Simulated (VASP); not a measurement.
# Sb in VASP: notebook

Runs on Sb. Level: PBE+D3(BJ). Tasks: single point.

Everything below comes from runs of VASP 6.6.1. Logs are shortened: lines on timing, memory, paths and dates and some standing lists are left out, and cuts for length are marked.

## 1. The cell of the first run

The cell holds a slab with vacuum, 4 atoms: a = 4.069 Å, b = 4.069 Å, c = 20.800 Å, α = 90.00°, β = 90.00°, γ = 120.00°.

## 2. Single point, PBE+D3(BJ) (layers slid over each other)

INCAR

```
ALGO     = Normal         # electronic algorithm
DIPOL    = 0.5 0.5 0.388
EDIFF    = 1E-6           # SCF threshold, eV
ENCUT    = 400            # plane-wave cutoff, eV
GGA      = PE             # functional
GGA_COMPAT= False        
IDIPOL   = 3            
ISIF     = 2              # what is computed and relaxed
ISMEAR   = 0              # smearing method
IVDW     = 12             # dispersion correction
LASPH    = True           # aspherical terms in the spheres
LCHARG   = False          # write CHGCAR
LDIPOL   = True         
LREAL    = False          # projectors in reciprocal space
LWAVE    = False          # write WAVECAR
NBANDS   = 38             # bands
NELM     = 120            # most SCF steps
NELMDL   = -8           
PREC     = Accurate       # precision mode
SIGMA    = 0.05           # smearing width, eV
```

KPOINTS

```
k-points
0
Gamma
  9 9 1
```

POSCAR

```
Sb
1.0
    4.0686848921      0.0000000000      0.0000000000
   -2.0343424461      3.5235844766      0.0000000000
    0.0000000000      0.0000000000     20.8000277116
Sb
4
Direct
    0.3333333333      0.6666666667      0.2956733491
    0.6666666667      0.3333333333      0.2163458656
    0.4444444444      1.2222222222      0.5600967399
    0.7777777778      0.8888888889      0.4807692564
```

Potentials or basis: VASP PAW PBE potentials, release 64 (Sb_d_GW).

Command:

```bash
$ cat potpaw_PBE.64/Sb_d_GW/POTCAR > POTCAR
$ mpirun -np 1 vasp_std > vasp.out
```

OUTCAR:

```text
EDIFF = 1E-6
   ENCUT = 400
   GGA = PE
   ISIF = 2
   ISMEAR = 0
   IVDW = 12
   LASPH = True
   LREAL = False
   NELM = 120
   NELMDL = -8
   PREC = Accurate
 IVDW          = 12

 ion  position               nearest neighbor table
   1  0.333  0.667  0.296-   2 2.87   2 2.87   2 2.87
   2  0.667  0.333  0.216-   1 2.87   1 2.87   1 2.87
   3  0.444  0.222  0.560-   4 2.87   4 2.87   4 2.87
   4  0.778  0.889  0.481-   3 2.87   3 2.87   3 2.87

  LATTYP: Found a hexagonal cell.
 ALAT       =     4.0686848921
 C/A-ratio  =     5.1122237930

  Lattice vectors:

 A1 = (   4.0686848921,   0.0000000000,   0.0000000000)
 A2 = (  -2.0343424461,   3.5235844766,   0.0000000000)
 A3 = (   0.0000000000,   0.0000000000,  20.8000277116)

Analysis of symmetry for initial positions (statically):
=====================================================================
 Subroutine PRICEL returns:
 Original cell was already a primitive cell.

 Routine SETGRP: Setting up the symmetry group for a
 hexagonal supercell.

 Subroutine GETGRP returns: Found  4 space group operations
 (whereof  2 operations were pure point group operations)
 out of a pool of 24 trial point group operations.

The static configuration has the point symmetry C_1h.
 The point group associated with its full space group is C_2h.

Analysis of symmetry for dynamics (positions and initial velocities):
=====================================================================
 Subroutine PRICEL returns:
 Original cell was already a primitive cell.

 Routine SETGRP: Setting up the symmetry group for a
 hexagonal supercell.

 Subroutine GETGRP returns: Found  4 space group operations
 (whereof  2 operations were pure point group operations)
 out of a pool of 24 trial point group operations.

The dynamic configuration has the point symmetry C_1h.
 The point group associated with its full space group is C_2h.

 Subroutine INISYM returns: Found  4 space group operations
 (whereof  2 operations are pure point group operations),
 and found     1 'primitive' translations

----------------------------------------------------------------------------------------

                                     Primitive cell

  volume of cell :     298.1966

  direct lattice vectors                    reciprocal lattice vectors
     4.068684892  0.000000000  0.000000000     0.245779663  0.141900954  0.000000000
    -2.034342446  3.523584477  0.000000000     0.000000000  0.283801909  0.000000000
     0.000000000  0.000000000 20.800027712     0.000000000  0.000000000  0.048076859

[... 87 lines left out ...]
   LREAL  =      F    real-space projection
[... 7 lines left out ...]
   TEBEG  =    0.0;   TEEND  =   0.0 temperature during run
   PSTRESS=    0.0 pullay stress
   NELECT =      60.0000    total number of electrons
   NUPDOWN=      -1.0000    fix difference up-down
   EMIN   =  10.00;   EMAX   =-10.00  energy-range for DOS
   EFERMI =   0.00;   METHOD = LEGACY
   ISMEAR =     0;   SIGMA  =   0.05  broadening in eV -4-tet -1-fermi 0-gaus
   EFERMI_NEDOS =   21; number of points for ismear=-14 and -15
   IALGO  =     38    algorithm
   IMIX   =      4    mixing-type and parameters
     AMIX     =   0.40;   BMIX     =  1.00
     AMIX_MAG =   1.60;   BMIX_MAG =  1.00
  volume/ion in A,a.u.               =      74.55       503.08
  Fermi-wavevector in a.u.,A,eV,Ry     =   0.959307  1.812828 12.521037  0.920270
  Thomas-Fermi vector in A             =   2.088492
   LORBIT       =      0    0 simple, 1 ext, 2 COOP (PROOUT), +10 PAW based schemes
   GGA     = PE    functional components
   LHFCALC =     F    Hartree Fock is set to
   AEXX    =    0.0000 exact exchange contribution
   IVDW    =    12    specifies the selected vdW correction
   LEPSILON=     F    determine dielectric tensor
   LRPA    =     F    only Hartree local field effects (RPA)
 non-spin polarized calculation
 Gauss-broadening in eV      SIGMA  =   0.05
  energy-cutoff  :      400.00
  volume of cell :      298.20
 maximum number of plane-waves:      5503
   NGX = 13   NGY = 13   NGZ = 67

 dipolmoment           0.000000      0.000000      0.000158 electrons x Angstroem

 number of electron      59.9999996 magnetization

 dipolmoment           0.000000      0.000000     -0.000045 electrons x Angstroem

 Free energy of the ion-electron system (eV)
  ---------------------------------------------------
  ext. energy  EPLUGINS =         0.00000000
  ---------------------------------------------------
  free energy    TOTEN  =       -16.29402979 eV

  energy without entropy =      -16.29402979  energy(sigma->0) =      -16.29402979

 E-fermi :  -0.5507     XC(G=0):  -4.9238

 val. band max:       -0.8552621557   @ k =   0.0000   0.0000   0.0000
 cond. band min:       0.0250675521   @ k =   0.0000   0.3333   0.0000
 fundamental gap:      0.8803297078
 Fermi energy:        -0.5507483216

 k-point     1 :       0.0000    0.0000    0.0000
  band No.  band energies     occupation
      1     -29.5438      2.00000
      2     -29.5437      2.00000
      3     -29.5433      2.00000
      4     -29.5430      2.00000
      5     -29.4668      2.00000
      6     -29.4668      2.00000
[... 973 lines left out ...]
     37       4.9785      0.00000
     38       5.2736      0.00000

 [... further k-points ...]

------------------------ aborting loop because EDIFF is reached ----------------------------------------

 vacuum level on the upper side and lower side of the slab       (xc-potential included)        -0.328        -0.329

 Edisp (eV)   -1.16456

 E8    (eV) :    -0.5584

  FORCE on cell =-STRESS in cart. coord.  units (eV):
  Direction    XX          YY          ZZ          XY          YZ          ZX
  --------------------------------------------------------------------------------------
  -------------------------------------------------------------------------------------
  Total      -0.16271    -0.26410    -0.72892     0.08781     0.07383     0.12788
  in kB      -0.87423    -1.41898    -3.91641     0.47177     0.39670     0.68711
  external pressure =       -2.07 kB  Pullay stress =        0.00 kB

 VOLUME and BASIS-vectors are now :
 -----------------------------------------------------------------------------
  energy-cutoff  :      400.00
  volume of cell :      298.20
      direct lattice vectors                 reciprocal lattice vectors
     4.068684892  0.000000000  0.000000000     0.245779663  0.141900954  0.000000000
    -2.034342446  3.523584477  0.000000000     0.000000000  0.283801909  0.000000000
     0.000000000  0.000000000 20.800027712     0.000000000  0.000000000  0.048076859

 POSITION                                       TOTAL-FORCE (eV/Angst)
 -----------------------------------------------------------------------------------
     -0.00000      2.34906      6.15001        -0.010909     -0.006298      0.077995
      2.03434      1.17453      4.50000        -0.012214     -0.007052      0.021920
      1.35623      0.78302     11.65003         0.012214      0.007052     -0.021920
      1.35623      3.13208     10.00001         0.010909      0.006298     -0.077995
 -----------------------------------------------------------------------------------
    total drift:                                0.000059      0.000034     -0.002350

  FREE ENERGIE OF THE ION-ELECTRON SYSTEM (eV)
  ---------------------------------------------------
  free  energy   TOTEN  =       -17.4585849147 eV

  energy  without entropy=      -17.4585849147  energy(sigma->0) =      -17.45858491

 vacuum level on the upper side and lower side of the slab         3.517         3.517
```

OSZICAR:

```text
N       E                     dE             d eps       ncg     rms          rms(c)
DAV:   1     0.731913299200E+03    0.73191E+03   -0.18997E+04  2700   0.116E+04
DAV:   2     0.290923647334E+03   -0.44099E+03   -0.42498E+03  2924   0.226E+03
DAV:   3     0.632672697419E+02   -0.22766E+03   -0.22417E+03  3248   0.477E+02
[... 13 lines left out ...]
DAV:  17    -0.162939109739E+02   -0.50003E-04   -0.32542E-06  1924   0.800E-02    0.295E-03
DAV:  18    -0.162939862773E+02   -0.75303E-04   -0.51530E-06  1994   0.143E-01    0.153E-03
DAV:  19    -0.162940094491E+02   -0.23172E-04   -0.66367E-07  1762   0.804E-02    0.126E-03
DAV:  20    -0.162940295675E+02   -0.20118E-04   -0.38041E-06  1886   0.355E-02    0.117E-03
DAV:  21    -0.162940297894E+02   -0.22195E-06   -0.63155E-07  1500   0.332E-02
   1 F= -.17458585E+02 E0= -.17458585E+02  d E =-.292579E-19
```

It took 4.1 min on 1 thread of AMD EPYC 9R45 (Zen 5), shared host; peak memory 0.39 GiB.

What came out:

```
Free energy                : -17.4586 eV
Largest force              : 0.079 eV/Å
Band gap on the k mesh     : 0.88 eV (least direct gap 1.52 eV)
Dispersion energy per atom : -0.291 eV
```

Forces on the atoms (eV/Å):
```
Sb  -0.011 -0.006  0.078
Sb  -0.012 -0.007  0.022
Sb   0.012  0.007 -0.022
Sb   0.011  0.006 -0.078
```

Caveat: the cell differs from its parent crystal (layers slid over each other); spin-orbit coupling is left out, which moves the levels of the heavy elements.

[end of part 1 of 2]
